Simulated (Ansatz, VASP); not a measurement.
## P: VASP beside Ansatz

```xyz
4
Lattice="0.0000 3.2483 5.2386 1.5678 0.0000 5.2386 1.5678 3.2483 0.0000" Properties=species:S:1:pos:R:3 pbc="T T T"
P     1.5678    3.2483    8.5634
P     0.7839    1.6241    0.7054
P     1.5678    3.2483    1.9139
P     0.7839    1.6241    4.5332
```

Alike in both runs: task relaxation of cell and atoms; functional PBE; k mesh 6 × 6 × 6; occupations gaussian, width 0.1 eV; no spin polarisation.

|  | VASP | Ansatz |
| --- | --- | --- |
| version | VASP 6.6.1 | Ansatz 0.2.0 |
| potentials or method | VASP PAW PBE potentials, release 64 (P), cutoff 600 eV | scalar-relativistic, plane waves, PAW |
| valence electrons in the cell | 20 | 20 |

|  | VASP | Ansatz | Ansatz less VASP |
| --- | --- | --- | --- |
| gap on the k mesh at the Fermi level, each at its own relaxed structure (eV) | none | none | - |
| relaxed volume (Å³/atom) | 22.62 | 22.24 | -0.377 |
| relaxed cell length with the largest relative difference (Å) | 4.220 | 4.184 | -0.0362 |

A gap of «none» marks a metal or a gap that the smearing closes.

The k mesh is coarse, so the values compare programs but aren't converged. Noted on VASP's run: the volume moved by over 15 % at a fixed basis, so the end points are rough.
